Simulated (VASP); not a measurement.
# SiGe3 (P6/mmm) in VASP: notebook, part 2 of 3

VASP 6.6.1.

**4. Relaxation of cell and atoms, PBE**

Input file INCAR:

```
PREC = Accurate
ENCUT = 600
EDIFF = 1E-6
ISMEAR = 0
SIGMA = 0.1
LREAL = False
LASPH = True
NELM = 80
ALGO = Normal
ISIF = 3
LWAVE = False
LCHARG = False
GGA = PE
IBRION = 2
NSW = 90
EDIFFG = -0.04
```

Input file KPOINTS:

```
Automatic mesh
0
Gamma
  6 6 2
```

Input file POSCAR:

```
SiGe3
1.0
    2.8212659300      0.0000000000      0.0000000000
   -1.4106329600      2.4432879700      0.0000000000
    0.0000000000      0.0000000000     10.5973308500
Si Ge
1 3
Direct
    0.0000000000      0.0000000000      0.5000000000
    0.0000000000      0.0000000000      0.7500000000
    0.0000000000      0.0000000000      0.0000000000
    0.0000000000      0.0000000000      0.2500000000
```

Potentials or basis: VASP PAW PBE potentials, release 64 (Si, Ge_d).

The run is started by

```bash
$ cat potpaw_PBE.64/Si/POTCAR potpaw_PBE.64/Ge_d/POTCAR > POTCAR
$ mpirun -np 1 vasp_std > vasp.out
```

OUTCAR:

```text
PREC = Accurate
   ENCUT = 600
   EDIFF = 1E-6
   ISMEAR = 0
   LREAL = False
   LASPH = True
   NELM = 80
   ISIF = 3
   GGA = PE
   IBRION = 2
   NSW = 90
   EDIFFG = -0.04

 ion  position               nearest neighbor table
   1  0.000  0.000  0.500-   2 2.65   4 2.65
   2  0.000  0.000  0.750-   1 2.65   3 2.65
   3  0.000  0.000  0.000-   2 2.65   4 2.65
   4  0.000  0.000  0.250-   1 2.65   3 2.65

  LATTYP: Found a hexagonal cell.
 ALAT       =     2.8212659300
 C/A-ratio  =     3.7562325257

  Lattice vectors:

 A1 = (   2.8212659300,   0.0000000000,   0.0000000000)
 A2 = (  -1.4106329600,   2.4432879700,   0.0000000000)
 A3 = (   0.0000000000,   0.0000000000,  10.5973308500)

Analysis of symmetry for initial positions (statically):
=====================================================================
 Subroutine PRICEL returns:
 Original cell was already a primitive cell.

 Routine SETGRP: Setting up the symmetry group for a
 hexagonal supercell.

 Subroutine GETGRP returns: Found 24 space group operations
 (whereof 24 operations were pure point group operations)
 out of a pool of 24 trial point group operations.

The static configuration has the point symmetry D_6h.

Analysis of symmetry for dynamics (positions and initial velocities):
=====================================================================
 Subroutine PRICEL returns:
 Original cell was already a primitive cell.

 Routine SETGRP: Setting up the symmetry group for a
 hexagonal supercell.

 Subroutine GETGRP returns: Found 24 space group operations
 (whereof 24 operations were pure point group operations)
 out of a pool of 24 trial point group operations.

The dynamic configuration has the point symmetry D_6h.

 Subroutine INISYM returns: Found 24 space group operations
 (whereof 24 operations are pure point group operations),
 and found     1 'primitive' translations

----------------------------------------------------------------------------------------

                                     Primitive cell

  volume of cell :      73.0492

  direct lattice vectors                    reciprocal lattice vectors
     2.821265930  0.000000000  0.000000000     0.354450812  0.204642271  0.000000000
    -1.410632960  2.443287970  0.000000000     0.000000000  0.409284543  0.000000000
     0.000000000  0.000000000 10.597330850     0.000000000  0.000000000  0.094363384

  length of vectors
     2.821265930  2.821265931 10.597330850     0.409284543  0.409284543  0.094363384

  position of ions in fractional coordinates (direct lattice)
     0.000000000  0.000000000  0.500000000
     0.000000000  0.000000000  0.750000000
     0.000000000  0.000000000  0.000000000
     0.000000000  0.000000000  0.250000000

  ion indices of the primitive-cell ions
   primitive index   ion index
                 1           1
                 2           2
                 3           3
                 4           4

----------------------------------------------------------------------------------------

 KPOINTS: Automatic mesh
[... 28 lines left out ...]
  0.500000  0.000000  0.000000      3.000000
  0.166667  0.166667  0.000000      6.000000
  0.333333  0.166667  0.000000     12.000000
  0.333333  0.333333  0.000000      2.000000
  0.000000  0.000000  0.500000      1.000000
  0.166667  0.000000  0.500000      6.000000
  0.333333  0.000000  0.500000      6.000000
  0.500000  0.000000  0.500000      3.000000
  0.166667  0.166667  0.500000      6.000000
  0.333333  0.166667  0.500000     12.000000
  0.333333  0.333333  0.500000      2.000000
   k-points           NKPTS =     14   k-points in BZ     NKDIM =     14   number of bands    NBANDS=     27
   number of dos      NEDOS =    301   number of ions     NIONS =      4
   total plane-waves  NPLWV =  51840
   dimension x,y,z NGX =    24 NGY =   24 NGZ =   90
   dimension x,y,z NGXF=    48 NGYF=   48 NGZF=  180
   ions per type =               1   3
   NGX,Y,Z   is equivalent  to a cutoff of  14.14, 14.14, 14.12 a.u.
   NGXF,Y,Z  is equivalent  to a cutoff of  28.28, 28.28, 28.24 a.u.
 SYSTEM =  unknown system
   PREC   = accura    normal or accurate (medium, high low for compatibility)
   ISTART =      0    job   : 0-new  1-cont  2-samecut
   ICHARG =      2    charge: 1-file 2-atom 10-const
   ISPIN  =      1    spin polarized calculation?
   LNONCOLLINEAR =      F non collinear calculations
   LSORBIT =      F    spin-orbit coupling
   LASPH  =      T    aspherical Exc in radial PAW
   ENCUT  =  600.0 eV  44.10 Ry    6.64 a.u.   5.63  5.63 21.17*2*pi/ulx,y,z
   NELM   =     80;   NELMIN=  2; NELMDL= -5     # of ELM steps
   EDIFF  = 0.1E-05   stopping-criterion for ELM
   LREAL  =      F    real-space projection
   EDIFFG = -.4E-01   stopping-criterion for IOM
   NSW    =     90    number of steps for IOM
   IBRION =      2    ionic relax: 0-MD 1-quasi-New 2-CG
   NFREE  =      1    steps in history (QN), initial steepest desc. (CG)
   ISIF   =      3    stress and relaxation
   ISYM   =      2    0-nonsym 1-usesym 2-fastsym
   POTIM  = 0.5000    time-step for ionic-motion
   TEBEG  =    0.0;   TEEND  =   0.0 temperature during run
   PSTRESS=    0.0 pullay stress
   NELECT =      46.0000    total number of electrons
   NUPDOWN=      -1.0000    fix difference up-down
   EMIN   =  10.00;   EMAX   =-10.00  energy-range for DOS
   EFERMI =   0.00;   METHOD = LEGACY
   ISMEAR =     0;   SIGMA  =   0.10  broadening in eV -4-tet -1-fermi 0-gaus
   EFERMI_NEDOS =   21; number of points for ismear=-14 and -15
   IALGO  =     38    algorithm
   IMIX   =      4    mixing-type and parameters
     AMIX     =   0.40;   BMIX     =  1.00
     AMIX_MAG =   1.60;   BMIX_MAG =  1.00
  volume/ion in A,a.u.               =      18.26       123.24
  Fermi-wavevector in a.u.,A,eV,Ry     =   1.403209  2.651681 26.789813  1.968996
  Thomas-Fermi vector in A             =   2.525894
   LORBIT       =      0    0 simple, 1 ext, 2 COOP (PROOUT), +10 PAW based schemes
   GGA     = PE    functional components
   LHFCALC =     F    Hartree Fock is set to
   AEXX    =    0.0000 exact exchange contribution
   IVDW    =     0    specifies the selected vdW correction
   LEPSILON=     F    determine dielectric tensor
   LRPA    =     F    only Hartree local field effects (RPA)
 conjugate gradient relaxation of ions
 non-spin polarized calculation
 Gauss-broadening in eV      SIGMA  =   0.10
  energy-cutoff  :      600.00
  volume of cell :       73.05
 maximum number of plane-waves:      2466
 NGX is ok and might be reduce to    24
   NGX = 11   NGY = 11   NGZ = 43

--------------------------------------- Ionic step        1  -------------------------------------------

 number of electron      45.9999978 magnetization

 Free energy of the ion-electron system (eV)
  ---------------------------------------------------
  ext. energy  EPLUGINS =         0.00000000
  ---------------------------------------------------
  free energy    TOTEN  =       -17.53577183 eV

  energy without entropy =      -17.52039148  energy(sigma->0) =      -17.52808165

------------------------ aborting loop because EDIFF is reached ----------------------------------------

  FORCE on cell =-STRESS in cart. coord.  units (eV):
  Direction    XX          YY          ZZ          XY          YZ          ZX
  --------------------------------------------------------------------------------------
  -------------------------------------------------------------------------------------
  Total       -1.9373703     -1.9373703      6.3861236     -0.0000000      0.0000000     -0.0000000
  in kB      -42.4920861    -42.4920862    140.0659999     -0.0000001      0.0000000     -0.0000000
  external PRESSURE =      18.3606092 kB  Pullay stress =       0.0000000 kB
[... 95 lines left out ...]
  FREE ENERGIE OF THE ION-ELECTRON SYSTEM (eV)
  ---------------------------------------------------
  free  energy   TOTEN  =       -17.7247365986 eV

  energy  without entropy=      -17.7088081190  energy(sigma->0) =      -17.71677236

[... ionic steps 4 to 7 ...]

--------------------------------------- Ionic step        8  -------------------------------------------

 number of electron      45.9999986 magnetization

------------------------ aborting loop because EDIFF is reached ----------------------------------------
[... 71 lines left out ...]
--------------------------------------- Ionic step       10  -------------------------------------------

 number of electron      45.9999977 magnetization

 Free energy of the ion-electron system (eV)
  ---------------------------------------------------
  ext. energy  EPLUGINS =         0.00000000
  ---------------------------------------------------
  free energy    TOTEN  =       -17.76693671 eV

  energy without entropy =      -17.75671682  energy(sigma->0) =      -17.76182676

 E-fermi :   6.8912     XC(G=0): -10.9478

 val. band max:        6.8806064705   @ k =   0.1667   0.1667   0.0000
 cond. band min:       6.9524904166   @ k =   0.1667   0.1667   0.0000
 fundamental gap:      0.0718839461
 Fermi energy:         6.8912261241

 k-point     1 :       0.0000    0.0000    0.0000
  band No.  band energies     occupation
      1     -18.0623      2.00000
      2     -18.0135      2.00000
      3     -18.0135      2.00000
      4     -17.9252      2.00000
      5     -17.9252      2.00000
      6     -17.9045      2.00000
[... 440 lines left out ...]
  FREE ENERGIE OF THE ION-ELECTRON SYSTEM (eV)
  ---------------------------------------------------
  free  energy   TOTEN  =       -17.7669367099 eV

  energy  without entropy=      -17.7567168162  energy(sigma->0) =      -17.76182676

 reached required accuracy - stopping structural energy minimisation
```

CONTCAR:

```text
SiGe3
   1.00000000000000
     2.7788395031015951   -0.0000000000903721    0.0000000000000000
    -1.3894197467042528    2.4065456063837893   -0.0000000000000000
     0.0000000000000000    0.0000000000000000   11.2262229757824841
  Si              Ge
     1     3
Direct
     0.0000000000000000    0.0000000000000000    0.5000000000000000
     0.0000000000000000    0.0000000000000000    0.7384872468135905
     0.0000000000000000    0.0000000000000000    0.0000000000000000
     0.0000000000000000    0.0000000000000000    0.2615127531864094

  0.00000000E+00  0.00000000E+00  0.00000000E+00
  0.00000000E+00  0.00000000E+00  0.00000000E+00
  0.00000000E+00  0.00000000E+00  0.00000000E+00
  0.00000000E+00  0.00000000E+00  0.00000000E+00
```

Wall time 3 min (1 thread of Intel Xeon Platinum 8259CL at 2.50GHz (Skylake/Cascade Lake), shared host); peak memory 0.23 GiB.

What came out:

- Free energy: -17.7669 eV
- Relaxed volume: 18.77 Å³/atom
- Relaxed cell: a = 2.779 Å, b = 2.779 Å, c = 11.226 Å, α = 90.00°, β = 90.00°, γ = 120.00°
- Space group after relaxing (to 0.1 Å): P6/mmm (No. 191)
- Energy gained by relaxing: 57.8 meV/atom
- Ionic steps: 10
- Pressure after relaxing: -0.1 GPa

Step by step:
```csv
step,energy change (eV),largest force (eV/Å),pressure (GPa),volume (Å³)
1,0.0000,0.6126,1.84,73.05
2,-0.1632,0.3637,0.27,75.04
3,-0.1890,0.3551,0.39,74.48
4,-0.2009,0.3098,-0.05,75.00
5,-0.2143,0.1372,-1.54,76.57
6,-0.2200,0.0920,-1.41,76.35
7,-0.2277,0.0379,-0.68,75.77
8,-0.2280,0.0664,-0.61,75.66
9,-0.2305,0.0335,-0.41,75.38
10,-0.2312,0.0002,-0.11,75.07
```

Final structure:
```cif
data_structure
_symmetry_space_group_name_H-M 'P 1'
_symmetry_Int_Tables_number 1
_cell_length_a 2.7788
_cell_length_b 2.7788
_cell_length_c 11.2262
_cell_angle_alpha 90.000
_cell_angle_beta 90.000
_cell_angle_gamma 120.000
_cell_volume 75.07
loop_
_atom_site_label
_atom_site_type_symbol
_atom_site_fract_x
_atom_site_fract_y
_atom_site_fract_z
_atom_site_occupancy
Si1 Si 0.00000 0.00000 0.50000 1
Ge1 Ge 0.00000 0.00000 0.73849 1
Ge2 Ge 0.00000 0.00000 0.00000 1
Ge3 Ge 0.00000 0.00000 0.26151 1
```

Levels at points of the mesh, in eV from the Fermi level:
| k point | band 20 | band 21 | band 22 | band 23 | band 24 | band 25 | band 26 | band 27 |
| --- | --- | --- | --- | --- | --- | --- | --- | --- |
| (0.00, 0.00, 0.00) | -6.07 | -1.77 | -1.73 | 4.76 | 7.89 | 9.02 | 9.02 | 10.22 |
| (0.50, 0.00, 0.00) | -4.78 | -4.77 | -3.97 | -3.20 | -1.54 | 2.90 | 2.98 | 3.07 |
| (0.00, 0.00, 0.50) | -4.82 | -4.49 | 1.38 | 2.28 | 9.06 | 9.06 | 9.87 | 9.87 |
| (0.50, 0.00, 0.50) | -5.37 | -4.67 | -4.00 | -3.57 | -0.16 | 0.40 | 3.68 | 4.44 |

Caveat: the k points lie up to 0.44 Å⁻¹ apart in the final cell; the highest band is partly filled, so the run has too few bands.

(Part 2 of 3 ends here.)
